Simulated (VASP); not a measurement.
Here is a VASP 6.6.1 calculation.

Contents of INCAR:

```
ALGO = Normal
EDIFF = 1E-7
EDIFFG = -0.005
ENCUT = 600
GGA = PE
IBRION = 2
ISIF = 3
ISMEAR = 0
IVDW = 12
LASPH = T
LCHARG = F
LREAL = F
LWAVE = F
NELM = 100
NSW = 100
PREC = Accurate
SIGMA = 0.01
```

File KPOINTS:

```
k-points
0
Gamma
  18 18 18
```

File POSCAR:

```
C
1.0
    1.2324212156      0.7115387206      6.9402570177
   -1.2324212156      0.7115387206      6.9402570177
    0.0000000000     -1.4230774412      6.9402570177
C
4
Direct
    0.0810628915      0.0810628915      0.0810628915
    0.9189371085      0.9189371085      0.9189371085
    0.2522507446      0.2522507446      0.2522507446
    0.7477492554      0.7477492554      0.7477492554
```

Potentials or basis: VASP PAW PBE potentials, release 64 (C).

Command:

```bash
$ cat potpaw_PBE.64/C/POTCAR > POTCAR
$ mpirun -np 1 vasp_std > vasp.out
```

(1) What does it give for the space group after relaxing (to 0.1 Å)?

(2) Estimate the relaxed volume.

Results:

(1) R-3m (No. 166).

(2) 9.03 Å³/atom.
